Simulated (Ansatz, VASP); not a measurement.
AgCl in VASP and in Ansatz

INCAR

```
ALGO     = Normal         # electronic algorithm
EDIFF    = 1E-6           # SCF threshold, eV
ENCUT    = 520            # plane-wave cutoff, eV
GGA      = PE             # functional
ISIF     = 2              # what is computed and relaxed
ISMEAR   = -1             # smearing method
LASPH    = T              # aspherical terms in the spheres
LCHARG   = F              # write CHGCAR
LREAL    = F              # projectors in reciprocal space
LWAVE    = F              # write WAVECAR
NBANDS   = 16             # bands
NELM     = 80             # most SCF steps
PREC     = Accurate       # precision mode
SIGMA    = 0.08           # smearing width, eV
```

The input KPOINTS:

```
k-points
0
Gamma
  12 12 12
```

POSCAR

```
AgCl
1.0
    0.0000000000      2.8602219298      2.8602219298
    2.8602219298      0.0000000000      2.8602219298
    2.8602219298      2.8602219298      0.0000000000
Ag Cl
1 1
Direct
    0.0000000000      0.0000000000      0.0000000000
    0.5000000000      0.5000000000      0.5000000000
```

Input for Ansatz:

```yaml
crystal:
  lattice:
    - [0.0, 2.8602219298, 2.8602219298]
    - [2.8602219298, 0.0, 2.8602219298]
    - [2.8602219298, 2.8602219298, 0.0]
  atoms:
    - { symbol: Ag, position: [0.0, 0.0, 0.0] }
    - { symbol: Cl, position: [0.5, 0.5, 0.5] }
kpoints:
  mp_grid: { grid: [12, 12, 12] }
scf:
  occupations: { method: fermi_dirac, width: 0.08 }
hamiltonian:
  xc: pbe
  pseudopotentials: { kind: all_electron, lapw: { basis_error: 0.0005 } }
output:
  forces: true
  stress: true
  eigenvalues: true
```

Change from the starting cell: volume scaled by 1.06.

Alike in both runs: task single point; functional PBE; k mesh 12 × 12 × 12; occupations fermi-dirac, width 0.08 eV; no spin polarisation.

|  | VASP | Ansatz |
| --- | --- | --- |
| version | VASP 6.6.1 | Ansatz 0.2.0 |
| potentials or method | VASP PAW PBE potentials, release 64 (Ag, Cl), cutoff 520 eV | all-electron LAPW, scalar-relativistic |

```tsv
	VASP	Ansatz	Ansatz less VASP
pressure (GPa)	-2.2	-2.1	+0.11
```

Ansatz ran all-electron here, and VASP with PAW potentials.
